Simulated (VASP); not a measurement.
# Al (Im-3m) in VASP: notebook

Runs on Al. Level: LDA. Tasks: single point.

Program: VASP 6.6.1. These are calculated values, not measurements. Logs are shortened: lines on timing, memory, paths and dates and some standing lists are left out, and cuts for length are marked.

## Step 1: The cell of the first run

The structure is cubic, space group Im-3m (No. 229). Conventional cell: a = 3.182 Å, b = 3.182 Å, c = 3.182 Å, α = 90.00°, β = 90.00°, γ = 90.00°. Within 3.6 Å of Al (site symmetry m-3m) lie 14 Al at 2.76 to 3.18 Å.

## Step 2: Single point, LDA

INCAR

```
SYSTEM = Al
ALGO = Normal ; EDIFF = 1E-6
ENCUT = 520 ; GGA = CA
ISIF = 2 ; ISMEAR = 1
LASPH = .TRUE. ; LCHARG = .FALSE.
LREAL = .FALSE. ; LWAVE = .FALSE.
NBANDS = 8 ; NELM = 80
PREC = Accurate ; SIGMA = 0.25
```

KPOINTS

```
k-points
0
G
  14 14 14
  0 0 0
```

POSCAR

```
Al
1.0
   -1.5912200000      1.5912200000      1.5912200000
    1.5912200000     -1.5912200000      1.5912200000
    1.5912200000      1.5912200000     -1.5912200000
Al
1
Direct
    0.0000000000      0.0000000000      0.0000000000
```

Potentials or basis: VASP PAW LDA potentials, release 64 (Al).

Command:

```sh
> cat potpaw_LDA.64/Al/POTCAR > POTCAR
> mpirun -np 1 vasp_std > vasp.out
```

OUTCAR:

```text
SYSTEM = Al
   EDIFF = 1E-6
   ENCUT = 520
   GGA = CA
   ISIF = 2
   ISMEAR = 1
   LASPH = .TRUE.
   LREAL = .FALSE.
   NELM = 80
   PREC = Accurate

 ion  position               nearest neighbor table
   1  0.000  0.000  0.000-

  LATTYP: Found a body centered cubic cell.
 ALAT       =     3.1824400000

  Lattice vectors:

 A1 = (  -1.5912200000,   1.5912200000,   1.5912200000)
 A2 = (   1.5912200000,  -1.5912200000,   1.5912200000)
 A3 = (   1.5912200000,   1.5912200000,  -1.5912200000)

Analysis of symmetry for initial positions (statically):
=====================================================================
 Subroutine PRICEL returns:
 Original cell was already a primitive cell.

 Routine SETGRP: Setting up the symmetry group for a
 body centered cubic supercell.

 Subroutine GETGRP returns: Found 48 space group operations
 (whereof 48 operations were pure point group operations)
 out of a pool of 48 trial point group operations.

The static configuration has the point symmetry O_h .

Analysis of symmetry for dynamics (positions and initial velocities):
=====================================================================
 Subroutine PRICEL returns:
 Original cell was already a primitive cell.

 Routine SETGRP: Setting up the symmetry group for a
 body centered cubic supercell.

 Subroutine GETGRP returns: Found 48 space group operations
 (whereof 48 operations were pure point group operations)
 out of a pool of 48 trial point group operations.

The dynamic configuration has the point symmetry O_h .

 Subroutine INISYM returns: Found 48 space group operations
 (whereof 48 operations are pure point group operations),
 and found     1 'primitive' translations

----------------------------------------------------------------------------------------

                                     Primitive cell

  volume of cell :      16.1158

  direct lattice vectors                    reciprocal lattice vectors
    -1.591220000  1.591220000  1.591220000     0.000000000  0.314224306  0.314224306
     1.591220000 -1.591220000  1.591220000     0.314224306  0.000000000  0.314224306
     1.591220000  1.591220000 -1.591220000     0.314224306  0.314224306  0.000000000

  length of vectors
     2.756073886  2.756073886  2.756073886     0.444380275  0.444380275  0.444380275

  position of ions in fractional coordinates (direct lattice)
     0.000000000  0.000000000  0.000000000

  ion indices of the primitive-cell ions
   primitive index   ion index
                 1           1

----------------------------------------------------------------------------------------

 KPOINTS: k-points

Automatic generation of k-mesh.
 Grid dimensions read from file:
 generate k-points for:   14   14   14

 Generating k-lattice:

  Cartesian coordinates                     Fractional coordinates (reciprocal lattice)
     0.000000000  0.022444593  0.022444593     0.071428571  0.000000000  0.000000000
     0.022444593  0.000000000  0.022444593     0.000000000  0.071428571  0.000000000
     0.022444593  0.022444593  0.000000000     0.000000000  0.000000000  0.071428571

  Length of vectors
     0.031741448  0.031741448  0.031741448

  Shift w.r.t. Gamma in fractional coordinates (k-lattice)
     0.000000000  0.000000000  0.000000000

 Subroutine IBZKPT returns following result:
 ===========================================

 Found    104 irreducible k-points:

 Following reciprocal coordinates:
            Coordinates               Weight
  0.000000  0.000000  0.000000      1.000000
  0.071429  0.000000  0.000000     12.000000
  0.142857  0.000000  0.000000     12.000000
  0.214286  0.000000  0.000000     12.000000
  0.285714  0.000000  0.000000     12.000000
  0.357143  0.000000  0.000000     12.000000
[... 16 lines left out ...]
  0.285714  0.285714  0.000000     24.000000
  0.357143  0.285714  0.000000     24.000000
 [... further k-points ...]
   k-points           NKPTS =    104   k-points in BZ     NKDIM =    104   number of bands    NBANDS=      8
   number of dos      NEDOS =    301   number of ions     NIONS =      1
   total plane-waves  NPLWV =   8000
   dimension x,y,z NGX =    20 NGY =   20 NGZ =   20
   dimension x,y,z NGXF=    40 NGYF=   40 NGZF=   40
   ions per type =               1
   NGX,Y,Z   is equivalent  to a cutoff of  12.06, 12.06, 12.06 a.u.
   NGXF,Y,Z  is equivalent  to a cutoff of  24.13, 24.13, 24.13 a.u.
 SYSTEM =  Al
   PREC   = accura    normal or accurate (medium, high low for compatibility)
   ISTART =      0    job   : 0-new  1-cont  2-samecut
   ICHARG =      2    charge: 1-file 2-atom 10-const
   ISPIN  =      1    spin polarized calculation?
   LNONCOLLINEAR =      F non collinear calculations
   LSORBIT =      F    spin-orbit coupling
   LASPH  =      T    aspherical Exc in radial PAW
   ENCUT  =  520.0 eV  38.22 Ry    6.18 a.u.   5.12  5.12  5.12*2*pi/ulx,y,z
   NELM   =     80;   NELMIN=  2; NELMDL= -5     # of ELM steps
   EDIFF  = 0.1E-05   stopping-criterion for ELM
   LREAL  =      F    real-space projection
   EDIFFG = 0.1E-04   stopping-criterion for IOM
   NSW    =      0    number of steps for IOM
   IBRION =     -1    ionic relax: 0-MD 1-quasi-New 2-CG
   NFREE  =      0    steps in history (QN), initial steepest desc. (CG)
   ISIF   =      2    stress and relaxation
   ISYM   =      2    0-nonsym 1-usesym 2-fastsym
   POTIM  = 0.5000    time-step for ionic-motion
   TEBEG  =    0.0;   TEEND  =   0.0 temperature during run
   PSTRESS=    0.0 pullay stress
   NELECT =       3.0000    total number of electrons
   NUPDOWN=      -1.0000    fix difference up-down
   EMIN   =  10.00;   EMAX   =-10.00  energy-range for DOS
   EFERMI =   0.00;   METHOD = LEGACY
   ISMEAR =     1;   SIGMA  =   0.25  broadening in eV -4-tet -1-fermi 0-gaus
   EFERMI_NEDOS =   21; number of points for ismear=-14 and -15
   IALGO  =     38    algorithm
   IMIX   =      4    mixing-type and parameters
     AMIX     =   0.40;   BMIX     =  1.00
     AMIX_MAG =   1.60;   BMIX_MAG =  1.00
  volume/ion in A,a.u.               =      16.12       108.75
  Fermi-wavevector in a.u.,A,eV,Ry     =   0.934756  1.766433 11.888351  0.873769
  Thomas-Fermi vector in A             =   2.061594
   LORBIT       =      0    0 simple, 1 ext, 2 COOP (PROOUT), +10 PAW based schemes
   GGA     = CA    functional components
   LHFCALC =     F    Hartree Fock is set to
   AEXX    =    0.0000 exact exchange contribution
   IVDW    =     0    specifies the selected vdW correction
   LEPSILON=     F    determine dielectric tensor
   LRPA    =     F    only Hartree local field effects (RPA)
 non-spin polarized calculation
 Methfessel and Paxton  Order N= 1 SIGMA  =   0.25
  energy-cutoff  :      520.00
  volume of cell :       16.12
 maximum number of plane-waves:       466
   NGX = 11   NGY = 11   NGZ = 11

 number of electron       3.0000000 magnetization

 Free energy of the ion-electron system (eV)
  ---------------------------------------------------
  ext. energy  EPLUGINS =         0.00000000
  ---------------------------------------------------
  free energy    TOTEN  =        -4.09558720 eV

  energy without entropy =       -4.09496705  energy(sigma->0) =       -4.09538048

 E-fermi :   8.0521     XC(G=0): -10.4345

 val. band max:        7.8322859948   @ k =   0.2857   0.1429   0.0714
 cond. band min:       8.0745771651   @ k =   0.2857   0.2857   0.0000
 fundamental gap:      0.2422911703
 Fermi energy:         8.0520880864

 k-point     1 :       0.0000    0.0000    0.0000
  band No.  band energies     occupation
      1      -3.2201      2.00000
      2      21.3748      0.00000
      3      21.3748      0.00000
      4      21.3748      0.00000
      5      22.8127      0.00000
      6      22.8127      0.00000
      7      22.8127      0.00000
      8      24.5059      0.00000

 k-point     2 :       0.0714    0.0000    0.0000
  band No.  band energies     occupation
      1      -3.0713      2.00000
      2      19.6507      0.00000
      3      20.3897      0.00000
      4      20.8058      0.00000
      5      22.2470      0.00000
      6      23.3676      0.00000
      7      23.5836      0.00000
      8      24.0438      0.00000

 k-point     3 :       0.1429    0.0000    0.0000
  band No.  band energies     occupation
      1      -2.6258      2.00000
      2      16.7673      0.00000
      3      19.1510      0.00000
      4      19.6786      0.00000
      5      21.1640      0.00000
      6      22.3365      0.00000
      7      24.4001      0.00000
      8      24.8542      0.00000

 k-point     4 :       0.2143    0.0000    0.0000
  band No.  band energies     occupation
      1      -1.8867      2.00000
      2      13.8088      0.00000
      3      18.1106      0.00000
      4      18.5557      0.00000
      5      20.1179      0.00000
      6      21.4313      0.00000
      7      25.3546      0.00000
      8      25.4087      0.00000

 k-point     5 :       0.2857    0.0000    0.0000
  band No.  band energies     occupation
      1      -0.8584      2.00000
      2      10.9980     -0.00000
      3      17.2990      0.00000
      4      17.6203      0.00000
      5      19.2613      0.00000
      6      20.6645      0.00000
      7      26.1898      0.00000
      8      26.4915      0.00000

 k-point     6 :       0.3571    0.0000    0.0000
  band No.  band energies     occupation
      1       0.4523      2.00000
      2       8.3983     -0.06462
      3      16.7201      0.00000
      4      16.9318      0.00000
      5      18.6370      0.00000
      6      20.0767      0.00000
      7      27.1641      0.00000
      8      27.8227      0.00000

 k-point     7 :       0.4286    0.0000    0.0000
  band No.  band energies     occupation
      1       2.0351      2.00000
      2       6.0381      2.00000
      3      16.3736      0.00000
      4      16.5127      0.00000
      5      18.2590      0.00000
      6      19.7077      0.00000
      7      28.2223      0.00000
      8      29.2518      0.00000

 k-point     8 :       0.5000    0.0000    0.0000
  band No.  band energies     occupation
      1       3.6746      2.00000
      2       4.1390      2.00000
      3      16.2582      0.00000
      4      16.3722      0.00000
      5      18.1326      0.00000
      6      19.5820      0.00000
      7      28.8421      0.00000
      8      30.1338      0.00000

 k-point     9 :       0.0714    0.0714    0.0000
  band No.  band energies     occupation
      1      -2.7742      2.00000
      2      18.2473      0.00000
      3      18.3407      0.00000
      4      19.9007      0.00000
      5      22.2719      0.00000
      6      22.6754      0.00000
      7      24.0586      0.00000
      8      24.5974      0.00000

 k-point    10 :       0.1429    0.0714   -0.0000
  band No.  band energies     occupation
      1      -2.1819      2.00000
      2      15.3575      0.00000
      3      17.0713      0.00000
      4      18.7964      0.00000
      5      21.4359      0.00000
      6      22.4833      0.00000
      7      24.1759      0.00000
      8      25.8307      0.00000
[... 78 lines left out ...]
 k-point    18 :       0.3571    0.1429    0.0000
  band No.  band energies     occupation
      1       2.4635      2.00000
      2       6.4538      2.00000
      3      12.2201     -0.00000
      4      15.9866      0.00000
      5      20.2138      0.00000
      6      23.3614      0.00000
      7      26.1416      0.00000
      8      29.1123      0.00000

 k-point    19 :       0.4286    0.1429    0.0000
  band No.  band energies     occupation
      1       4.0870      2.00000
      2       4.5732      2.00000
      3      12.0843     -0.00000
      4      15.8602      0.00000
      5      20.0872      0.00000
      6      23.3520      0.00000
      7      26.9953      0.00000
      8      28.2595      0.00000

 k-point    20 :       0.2143    0.2143    0.0000
  band No.  band energies     occupation
      1       0.7419      2.00000
      2      10.2827     -0.00000
      3      10.9199     -0.00000
      4      16.2664      0.00000
      5      21.9697      0.00000
      6      22.3733      0.00000
      7      27.3735      0.00000
      8      27.3791      0.00000

 k-point    21 :       0.2857    0.2143    0.0000
  band No.  band energies     occupation
      1       2.1794      2.00000
      2       8.0838      0.78696
      3      10.1161     -0.00000
      4      15.7702      0.00000
      5      21.6968      0.00000
      6      23.3708      0.00000
      7      26.8121      0.00000
      8      28.7335      0.00000

 k-point    22 :       0.3571    0.2143    0.0000
  band No.  band energies     occupation
      1       3.8697      2.00000
      2       5.9018      2.00000
      3       9.8209     -0.00000
      4      15.5180      0.00000
      5      21.4699      0.00000
      6      24.5944      0.00000
      7      26.0384      0.00000
      8      28.4864      0.00000

 k-point    23 :       0.2857    0.2857    0.0000
  band No.  band energies     occupation
      1       3.7369      2.00000
      2       7.3919      2.00121
      3       8.0746      0.84842
      4      15.3989      0.00000
      5      22.8970      0.00000
      6      23.2825      0.00000
      7      26.2482      0.00000
      8      29.8426      0.00000

 k-point    24 :       0.3571    0.2857    0.0000
  band No.  band energies     occupation
      1       5.3255      2.00000
      2       5.8013      2.00000
      3       7.6827      2.05729
      4      15.2733      0.00000
      5      22.9632      0.00000
      6      24.6168      0.00000
      7      24.6997      0.00000
      8      30.4448      0.00000

 [... further k-points ...]
[... 5 lines left out ...]
  --------------------------------------------------------------------------------------
  -------------------------------------------------------------------------------------
  Total        0.0672529      0.0672529      0.0672529     -0.0000000      0.0000000      0.0000000
  in kB        6.6860667      6.6860667      6.6860667     -0.0000000      0.0000000      0.0000000
  external PRESSURE =       6.6860667 kB  Pullay stress =       0.0000000 kB

 VOLUME and BASIS-vectors are now :
 -----------------------------------------------------------------------------
  energy-cutoff  :      520.00
  volume of cell :       16.12
      direct lattice vectors                 reciprocal lattice vectors
    -1.591220000  1.591220000  1.591220000     0.000000000  0.314224306  0.314224306
     1.591220000 -1.591220000  1.591220000     0.314224306  0.000000000  0.314224306
     1.591220000  1.591220000 -1.591220000     0.314224306  0.314224306  0.000000000

 POSITION                                       TOTAL-FORCE (eV/Angst)
 -----------------------------------------------------------------------------------
      0.00000      0.00000      0.00000         0.000000     -0.000000     -0.000000
 -----------------------------------------------------------------------------------
    total drift:                                0.000000      0.000000      0.000000

  FREE ENERGIE OF THE ION-ELECTRON SYSTEM (eV)
  ---------------------------------------------------
  free  energy   TOTEN  =        -4.0955872004 eV

  energy  without entropy=       -4.0949670460  energy(sigma->0) =       -4.09538048
```

Run time: 7.6 s. Hardware: 1 thread of Intel Xeon 8259CL, shared host; peak memory 0.12 GiB.

What came out:

- Free energy: -4.0956 eV
- Pressure: 0.7 GPa

## Step 3: Single point, LDA

INCAR

```
SYSTEM = Al
PREC = Accurate
ENCUT = 520
EDIFF = 1E-7
ISMEAR = 1
SIGMA = 0.15
LREAL = .False.
LASPH = .True.
NELM = 80
ALGO = Normal
ISIF = 2
LWAVE = .False.
LCHARG = .False.
GGA = CA
NBANDS = 8
```

KPOINTS

```
Automatic mesh
0
Gamma
  14 14 14
  0 0 0
```

POSCAR is that of step 2.

Potentials or basis: VASP PAW LDA potentials, release 64 (Al).

Command:

```sh
> cat potpaw_LDA.64/Al/POTCAR > POTCAR
> mpirun -np 1 vasp_std > vasp.out
```

OUTCAR:

```text
SYSTEM = Al
   PREC = Accurate
   ENCUT = 520
   EDIFF = 1E-7
   ISMEAR = 1
   LREAL = .False.
   LASPH = .True.
   NELM = 80
   ISIF = 2
   GGA = CA

 ion  position               nearest neighbor table
   1  0.000  0.000  0.000-

  LATTYP: Found a body centered cubic cell.
 ALAT       =     3.1824400000

  Lattice vectors:

 A1 = (  -1.5912200000,   1.5912200000,   1.5912200000)
 A2 = (   1.5912200000,  -1.5912200000,   1.5912200000)
 A3 = (   1.5912200000,   1.5912200000,  -1.5912200000)

Analysis of symmetry for initial positions (statically):
=====================================================================
 Subroutine PRICEL returns:
 Original cell was already a primitive cell.

 Routine SETGRP: Setting up the symmetry group for a
 body centered cubic supercell.

 Subroutine GETGRP returns: Found 48 space group operations
 (whereof 48 operations were pure point group operations)
 out of a pool of 48 trial point group operations.

The static configuration has the point symmetry O_h .

Analysis of symmetry for dynamics (positions and initial velocities):
[... 154 lines left out ...]

  energy without entropy =       -4.09402015  energy(sigma->0) =       -4.09475675

 E-fermi :   8.0734     XC(G=0): -10.4345

 val. band max:        7.8323103617   @ k =   0.2857   0.1429   0.0714
 cond. band min:       8.0746188522   @ k =   0.2857   0.2857   0.0000
 fundamental gap:      0.2423084904
 Fermi energy:         8.0733682310

 k-point     1 :       0.0000    0.0000    0.0000
  band No.  band energies     occupation
      1      -3.2200      2.00000
      2      21.3749      0.00000
      3      21.3749      0.00000
      4      21.3749      0.00000
      5      22.8128      0.00000
      6      22.8128      0.00000
      7      22.8128      0.00000
      8      24.5059      0.00000
[... 243 lines left out ...]
 k-point    24 :       0.3571    0.2857    0.0000
  band No.  band energies     occupation
      1       5.3255      2.00000
      2       5.8013      2.00000
      3       7.6828      2.00144
      4      15.2734      0.00000
      5      22.9632      0.00000
      6      24.6168      0.00000
      7      24.6998      0.00000
      8      30.4449      0.00000

 [... further k-points ...]
[... 5 lines left out ...]
  --------------------------------------------------------------------------------------
  -------------------------------------------------------------------------------------
  Total        0.0695358      0.0695358      0.0695358      0.0000000      0.0000000      0.0000000
  in kB        6.9130300      6.9130300      6.9130300      0.0000000      0.0000000      0.0000000
  external PRESSURE =       6.9130300 kB  Pullay stress =       0.0000000 kB

 VOLUME and BASIS-vectors are now :
 -----------------------------------------------------------------------------
  energy-cutoff  :      520.00
  volume of cell :       16.12
      direct lattice vectors                 reciprocal lattice vectors
    -1.591220000  1.591220000  1.591220000     0.000000000  0.314224306  0.314224306
     1.591220000 -1.591220000  1.591220000     0.314224306  0.000000000  0.314224306
     1.591220000  1.591220000 -1.591220000     0.314224306  0.314224306  0.000000000

 POSITION                                       TOTAL-FORCE (eV/Angst)
 -----------------------------------------------------------------------------------
      0.00000      0.00000      0.00000         0.000000     -0.000000     -0.000000
 -----------------------------------------------------------------------------------
    total drift:                                0.000000      0.000000     -0.000000

  FREE ENERGIE OF THE ION-ELECTRON SYSTEM (eV)
  ---------------------------------------------------
  free  energy   TOTEN  =        -4.0951250453 eV

  energy  without entropy=       -4.0940201510  energy(sigma->0) =       -4.09475675
```

OSZICAR:

```text
N       E                     dE             d eps       ncg     rms          rms(c)
DAV:   1    -0.258930294279E+01   -0.25893E+01   -0.91845E+02  1672   0.208E+02
DAV:   2    -0.411744615847E+01   -0.15281E+01   -0.14394E+01  2280   0.190E+01
DAV:   3    -0.412528109071E+01   -0.78349E-02   -0.78319E-02  2008   0.153E+00
DAV:   4    -0.412529329549E+01   -0.12205E-04   -0.12205E-04  2520   0.628E-02
DAV:   5    -0.412529331387E+01   -0.18383E-07   -0.18559E-07  2024   0.147E-03    0.134E+00
DAV:   6    -0.410679050263E+01    0.18503E-01   -0.29561E-03  1856   0.209E-01    0.747E-01
DAV:   7    -0.409515065740E+01    0.11640E-01   -0.72405E-03  1848   0.320E-01    0.156E-01
DAV:   8    -0.409512511320E+01    0.25544E-04   -0.31368E-05  2200   0.360E-02    0.132E-02
DAV:   9    -0.409512504535E+01    0.67857E-07   -0.16516E-07  2144   0.202E-03
   1 F= -.40951250E+01 E0= -.40947567E+01  d E =-.110489E-02
```

It took 6.7 s on 1 thread of Intel Xeon 8259CL, shared host; peak memory 0.12 GiB.

What came out:

```
Free energy : -4.0951 eV
Pressure    : 0.7 GPa
```

(Part 1 of 2 ends here.)
